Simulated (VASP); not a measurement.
# SnO in VASP: single point with PBE+D3(BJ)

Aim: the single point of SnO with PBE+D3(BJ).

Program: VASP 6.6.1. These are calculated values, not measurements. Logs are shortened: lines on timing, memory, paths and dates and some standing lists are left out, and cuts for length are marked.

### 1 The cell of the first run

The cell holds a slab with vacuum, 8 atoms: a = 3.821 Å, b = 3.821 Å, c = 22.228 Å, α = 90.00°, β = 90.00°, γ = 90.00°.

### 2 Single point, PBE+D3(BJ)

INCAR

```
ALGO     = Normal         # electronic algorithm
DIPOL    = 0.5 0.5 0.401
EDIFF    = 1E-6           # SCF threshold, eV
ENCUT    = 520            # plane-wave cutoff, eV
GGA      = PE             # functional
IDIPOL   = 3            
ISIF     = 2              # what is computed and relaxed
ISMEAR   = 0              # smearing method
IVDW     = 12             # dispersion correction
LASPH    = T              # aspherical terms in the spheres
LCHARG   = T              # write CHGCAR
LDIPOL   = T            
LELF     = T              # ELF
LREAL    = F              # projectors in reciprocal space
LVACPOTAV= T            
LVHAR    = T            
LWAVE    = F              # write WAVECAR
NBANDS   = 50             # bands
NELM     = 80             # most SCF steps
PREC     = Accurate       # precision mode
SIGMA    = 0.05           # smearing width, eV
```

KPOINTS

```
k-points
0
Gamma
  7 7 1
```

POSCAR

```
SnO
1.0
    3.8206508968      0.0000053771      0.0000000000
   -0.0000052312      3.8206508968      0.0000000000
    0.0000000000      0.0000000000     22.2280089848
Sn O
4 4
Direct
    0.9998502628      0.9998502628      0.2024472819
    0.4998491627      0.4998491627      0.3087997894
    0.6248491627      0.9998491627      0.4932517573
    0.1248480627      0.4998480627      0.5996042648
    0.9998512637      0.4998508102      0.2556235145
    0.4998508102      0.9998512637      0.2556235145
    0.6248501637      0.4998497102      0.5464279899
    0.1248497102      0.9998501637      0.5464279899
```

Potentials or basis: VASP PAW PBE potentials, release 64 (Sn_d, O).

Launch:

```console
> cat potpaw_PBE.64/Sn_d/POTCAR potpaw_PBE.64/O/POTCAR > POTCAR
> mpirun -np 1 vasp_std > vasp.out
```

OUTCAR:

```text
EDIFF = 1E-6
   ENCUT = 520
   GGA = PE
   ISIF = 2
   ISMEAR = 0
   IVDW = 12
   LASPH = T
   LREAL = F
   NELM = 80
   PREC = Accurate
 IVDW          = 12

 ion  position               nearest neighbor table
   1  1.000  1.000  0.202-   5 2.25   6 2.25   5 2.25   6 2.25   2 3.59   2 3.59   2 3.59   2 3.59

   2  0.500  0.500  0.309-   6 2.25   5 2.25   6 2.25   5 2.25   1 3.59   1 3.59   1 3.59   1 3.59

   3  0.625  1.000  0.493-   7 2.25   8 2.25   7 2.25   8 2.25   4 3.59   4 3.59   4 3.59   4 3.59

   4  0.125  0.500  0.600-   8 2.25   7 2.25   8 2.25   7 2.25   3 3.59   3 3.59   3 3.59   3 3.59

   5  1.000  0.500  0.256-   2 2.25   1 2.25   1 2.25   2 2.25
   6  0.500  1.000  0.256-   2 2.25   1 2.25   1 2.25   2 2.25
   7  0.625  0.500  0.546-   4 2.25   3 2.25   3 2.25   4 2.25
   8  0.125  1.000  0.546-   4 2.25   3 2.25   3 2.25   4 2.25

  LATTYP: Found a simple tetragonal cell.
 ALAT       =     3.8206508968
 C/A-ratio  =     5.8178592039

  Lattice vectors:

 A1 = (   3.8206508968,   0.0000053771,   0.0000000000)
 A2 = (  -0.0000052312,   3.8206508968,   0.0000000000)
 A3 = (   0.0000000000,   0.0000000000,  22.2280089848)

Analysis of symmetry for initial positions (statically):
=====================================================================
 Subroutine PRICEL returns:
 Original cell was already a primitive cell.

 Routine SETGRP: Setting up the symmetry group for a
 simple tetragonal supercell.

 Subroutine GETGRP returns: Found  4 space group operations
 (whereof  1 operations were pure point group operations)
 out of a pool of 16 trial point group operations.

The static configuration has the point symmetry C_1 .
 The point group associated with its full space group is C_2h.

Analysis of symmetry for dynamics (positions and initial velocities):
=====================================================================
 Subroutine PRICEL returns:
 Original cell was already a primitive cell.

 Routine SETGRP: Setting up the symmetry group for a
 simple tetragonal supercell.

 Subroutine GETGRP returns: Found  4 space group operations
 (whereof  1 operations were pure point group operations)
 out of a pool of 16 trial point group operations.

The dynamic configuration has the point symmetry C_1 .
 The point group associated with its full space group is C_2h.

 Subroutine INISYM returns: Found  4 space group operations
 (whereof  1 operations are pure point group operations),
 and found     1 'primitive' translations

----------------------------------------------------------------------------------------

                                     Primitive cell

  volume of cell :     324.4705

  direct lattice vectors                    reciprocal lattice vectors
     3.820650897  0.000005377  0.000000000     0.261735507  0.000000358  0.000000000
    -0.000005231  3.820650897  0.000000000    -0.000000368  0.261735507  0.000000000
     0.000000000  0.000000000 22.228008985     0.000000000  0.000000000  0.044988285

  length of vectors
     3.820650897  3.820650897 22.228008985     0.261735507  0.261735507  0.044988285

  position of ions in fractional coordinates (direct lattice)
     0.999850263  0.999850263  0.202447282
     0.499849163  0.499849163  0.308799789
     0.624849163  0.999849163  0.493251757
     0.124848063  0.499848063  0.599604265
     0.999851264  0.499850810  0.255623515
     0.499850810  0.999851264  0.255623515
     0.624850164  0.499849710  0.546427990
     0.124849710  0.999850164  0.546427990

  ion indices of the primitive-cell ions
   primitive index   ion index
                 1           1
                 2           2
                 3           3
                 4           4
                 5           5
                 6           6
                 7           7
                 8           8

----------------------------------------------------------------------------------------

 KPOINTS: k-points

Automatic generation of k-mesh.
 Grid dimensions read from file:
 generate k-points for:    7    7    1

 Generating k-lattice:

  Cartesian coordinates                     Fractional coordinates (reciprocal lattice)
     0.037390787  0.000000051  0.000000000     0.142857143 -0.000000000  0.000000000
    -0.000000053  0.037390787  0.000000000     0.000000000  0.142857143  0.000000000
     0.000000000  0.000000000  0.044988285     0.000000000  0.000000000  1.000000000

  Length of vectors
     0.037390787  0.037390787  0.044988285

  Shift w.r.t. Gamma in fractional coordinates (k-lattice)
     0.000000000  0.000000000  0.000000000

 Subroutine IBZKPT returns following result:
 ===========================================

 Found     16 irreducible k-points:

 Following reciprocal coordinates:
            Coordinates               Weight
  0.000000  0.000000  0.000000      1.000000
  0.142857  0.000000  0.000000      2.000000
  0.000000  0.142857  0.000000      2.000000
  0.285714  0.000000  0.000000      2.000000
  0.000000  0.285714  0.000000      2.000000
  0.428571  0.000000  0.000000      2.000000
[... 8 lines left out ...]
 -0.285714  0.428571  0.000000      4.000000
  0.428571  0.428571  0.000000      4.000000
   k-points           NKPTS =     16   k-points in BZ     NKDIM =     16   number of bands    NBANDS=     50
   number of dos      NEDOS =    301   number of ions     NIONS =      8
   total plane-waves  NPLWV = 131712
   dimension x,y,z NGX =    28 NGY =   28 NGZ =  168
   dimension x,y,z NGXF=    56 NGYF=   56 NGZF=  336
   ions per type =               4   4
   NGX,Y,Z   is equivalent  to a cutoff of  12.18, 12.18, 12.56 a.u.
   NGXF,Y,Z  is equivalent  to a cutoff of  24.37, 24.37, 25.13 a.u.
 SYSTEM =  unknown system
   PREC   = accura    normal or accurate (medium, high low for compatibility)
   ISTART =      0    job   : 0-new  1-cont  2-samecut
   ICHARG =      2    charge: 1-file 2-atom 10-const
   ISPIN  =      1    spin polarized calculation?
   LNONCOLLINEAR =      F non collinear calculations
   LSORBIT =      F    spin-orbit coupling
   LASPH  =      T    aspherical Exc in radial PAW
   ENCUT  =  520.0 eV  38.22 Ry    6.18 a.u.   7.10  7.10 41.33*2*pi/ulx,y,z
   NELM   =     80;   NELMIN=  2; NELMDL= -5     # of ELM steps
   EDIFF  = 0.1E-05   stopping-criterion for ELM
   LREAL  =      F    real-space projection
   EDIFFG = 0.1E-04   stopping-criterion for IOM
   NSW    =      0    number of steps for IOM
   IBRION =     -1    ionic relax: 0-MD 1-quasi-New 2-CG
   NFREE  =      0    steps in history (QN), initial steepest desc. (CG)
   ISIF   =      2    stress and relaxation
   ISYM   =      2    0-nonsym 1-usesym 2-fastsym
   POTIM  = 0.5000    time-step for ionic-motion
   TEBEG  =    0.0;   TEEND  =   0.0 temperature during run
   PSTRESS=    0.0 pullay stress
   NELECT =      80.0000    total number of electrons
   NUPDOWN=      -1.0000    fix difference up-down
   EMIN   =  10.00;   EMAX   =-10.00  energy-range for DOS
   EFERMI =   0.00;   METHOD = LEGACY
   ISMEAR =     0;   SIGMA  =   0.05  broadening in eV -4-tet -1-fermi 0-gaus
   EFERMI_NEDOS =   21; number of points for ismear=-14 and -15
   IALGO  =     38    algorithm
   IMIX   =      4    mixing-type and parameters
     AMIX     =   0.40;   BMIX     =  1.00
     AMIX_MAG =   1.60;   BMIX_MAG =  1.00
  volume/ion in A,a.u.               =      40.56       273.70
  Fermi-wavevector in a.u.,A,eV,Ry     =   1.026549  1.939897 14.337862  1.053803
  Thomas-Fermi vector in A             =   2.160448
   LORBIT       =      0    0 simple, 1 ext, 2 COOP (PROOUT), +10 PAW based schemes
   GGA     = PE    functional components
   LHFCALC =     F    Hartree Fock is set to
   AEXX    =    0.0000 exact exchange contribution
   IVDW    =    12    specifies the selected vdW correction
   LEPSILON=     F    determine dielectric tensor
   LRPA    =     F    only Hartree local field effects (RPA)
 non-spin polarized calculation
 Gauss-broadening in eV      SIGMA  =   0.05
  energy-cutoff  :      520.00
  volume of cell :      324.47
 maximum number of plane-waves:      8769
   NGX = 15   NGY = 15   NGZ = 83

 dipolmoment           0.000000      0.000000     -0.000001 electrons x Angstroem

 number of electron      79.9999971 magnetization

 dipolmoment           0.000000      0.000000      0.000005 electrons x Angstroem

 Free energy of the ion-electron system (eV)
  ---------------------------------------------------
  ext. energy  EPLUGINS =         0.00000000
  ---------------------------------------------------
  free energy    TOTEN  =       -45.17682408 eV

  energy without entropy =      -45.17682408  energy(sigma->0) =      -45.17682408

 E-fermi :   0.0683     XC(G=0):  -5.3084

 val. band max:       -0.1875743802   @ k =   0.1429   0.0000   0.0000
 cond. band min:       2.2631149856   @ k =   0.4286   0.0000   0.0000
 fundamental gap:      2.4506893659
 Fermi energy:         0.0682900914

 k-point     1 :       0.0000    0.0000    0.0000
  band No.  band energies     occupation
      1     -21.0557      2.00000
      2     -21.0556      2.00000
      3     -20.6964      2.00000
      4     -20.6964      2.00000
      5     -20.6587      2.00000
      6     -20.6585      2.00000
[... 42 lines left out ...]
     49       5.2055      0.00000
     50       5.2435      0.00000

 k-point     2 :       0.1429    0.0000    0.0000
  band No.  band energies     occupation
      1     -21.0467      2.00000
      2     -21.0467      2.00000
      3     -20.6969      2.00000
      4     -20.6968      2.00000
      5     -20.6603      2.00000
      6     -20.6596      2.00000
[... 42 lines left out ...]
     49       5.4201      0.00000
     50       5.4659      0.00000

 k-point     3 :       0.0000    0.1429    0.0000
  band No.  band energies     occupation
      1     -21.0467      2.00000
      2     -21.0467      2.00000
      3     -20.6970      2.00000
      4     -20.6969      2.00000
      5     -20.6605      2.00000
      6     -20.6603      2.00000
[... 678 lines left out ...]
     49       5.8491      0.00000
     50       6.1318      0.00000

 k-point    16 :       0.4286    0.4286    0.0000
  band No.  band energies     occupation
      1     -20.9965      2.00000
      2     -20.9962      2.00000
      3     -20.9826      2.00000
      4     -20.9823      2.00000
      5     -20.6635      2.00000
      6     -20.6633      2.00000
[... 42 lines left out ...]
     49       6.1972      0.00000
     50       6.4301      0.00000

------------------------ aborting loop because EDIFF is reached ----------------------------------------

 Edisp (eV)   -1.24631

 E8    (eV) :    -0.5512

  FORCE on cell =-STRESS in cart. coord.  units (eV):
  Direction    XX          YY          ZZ          XY          YZ          ZX
  --------------------------------------------------------------------------------------
  -------------------------------------------------------------------------------------
  Total       0.12192     0.20272    -0.21137    -0.00000     0.00000     0.11429
  in kB       0.60200     1.00100    -1.04373    -0.00000     0.00000     0.56436
  external pressure =        0.19 kB  Pullay stress =        0.00 kB

 VOLUME and BASIS-vectors are now :
 -----------------------------------------------------------------------------
  energy-cutoff  :      520.00
  volume of cell :      324.47
      direct lattice vectors                 reciprocal lattice vectors
     3.820650897  0.000005377  0.000000000     0.261735507  0.000000358  0.000000000
    -0.000005231  3.820650897  0.000000000    -0.000000368  0.261735507  0.000000000
     0.000000000  0.000000000 22.228008985     0.000000000  0.000000000  0.044988285

 POSITION                                       TOTAL-FORCE (eV/Angst)
 -----------------------------------------------------------------------------------
      3.82007      3.82008      4.50000        -0.002236     -0.000000     -0.068087
      1.90975      1.90975      6.86400        -0.008756     -0.000000      0.130976
      2.38733      3.82008     10.96400         0.008756      0.000000     -0.130976
      0.47700      1.90975     13.32801         0.002236      0.000000      0.068087
      3.82008      1.90976      5.68200        -0.013564     -0.000000      0.009932
      1.90975      3.82009      5.68200         0.004623      0.000000      0.008959
      2.38733      1.90975     12.14601        -0.004623     -0.000000     -0.008959
      0.47700      3.82008     12.14601         0.013564      0.000000     -0.009932
 -----------------------------------------------------------------------------------
    total drift:                               -0.022380      0.004388     -0.015356

  FREE ENERGIE OF THE ION-ELECTRON SYSTEM (eV)
  ---------------------------------------------------
  free  energy   TOTEN  =       -46.4231376567 eV

  energy  without entropy=      -46.4231376567  energy(sigma->0) =      -46.42313766

 vacuum level on the upper side and lower side of the slab         4.925         4.925
```

Run time: 6.8 min. Hardware: 1 thread of Intel Xeon Platinum 8259CL at 2.50GHz (Skylake/Cascade Lake), shared host; peak memory 0.45 GiB.

What came out:

- Free energy: -46.4231 eV
- Largest force: 0.131 eV/Å
- Band gap on the k mesh: 2.45 eV, indirect (least direct gap 2.55 eV)
- Dispersion energy per atom: -0.156 eV

Forces in eV/Å, atoms in the order of the input:
```
Sn  -0.002  0.000 -0.068
Sn  -0.009  0.000  0.131
Sn   0.009  0.000 -0.131
Sn   0.002  0.000  0.068
O   -0.014  0.000  0.010
O    0.005  0.000  0.009
O   -0.005  0.000 -0.009
O    0.014  0.000 -0.010
```

Caveat: spin-orbit coupling is left out, which moves the levels of the heavy elements.
